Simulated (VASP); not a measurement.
A run of VASP 6.6.1 is set up as follows.

File INCAR:

```
SYSTEM = Ni
PREC = Accurate
ENCUT = 520
EDIFF = 1E-6
ISMEAR = -1
SIGMA = 0.05
LREAL = .FALSE.
LASPH = .TRUE.
NELM = 150
ALGO = Normal
ISIF = 2
LWAVE = .FALSE.
LCHARG = .TRUE.
ISPIN = 2
MAGMOM = 0.686 0.686
LORBIT = 11
LMAXMIX = 4
GGA = RE
LELF = .TRUE.
LVHAR = .TRUE.
NBANDS = 21
```

File KPOINTS:

```
regular mesh
0
G
  20 20 15
  0 0 0
```

File POSCAR:

```
Ni
1.0
    2.5011651906      0.0000000000      0.0000000000
    0.0000000000      2.5011651906      0.0000000000
    0.0000000000      0.0000000000      3.5355824372
Ni
2
Direct
    0.0000000000      0.0000000000      0.0000000000
    0.5000000000      0.5000000000      0.5000000000
```

Potentials or basis: VASP PAW PBE potentials, release 64 (Ni).

Launch:

```bash
$ cat potpaw_PBE.64/Ni/POTCAR > POTCAR
$ mpirun -np 1 vasp_std > vasp.out
```

Question: Predict the site moments.

Answer: Ni +0.65 μB.

Question: What does it give for the net moment?

Answer: 1.27 μB per cell.

Question: What does it give for the pressure?

Answer: 1.2 GPa.

Caveat: the PAW data sets were made with another functional, which shifts forces and pressure a little.
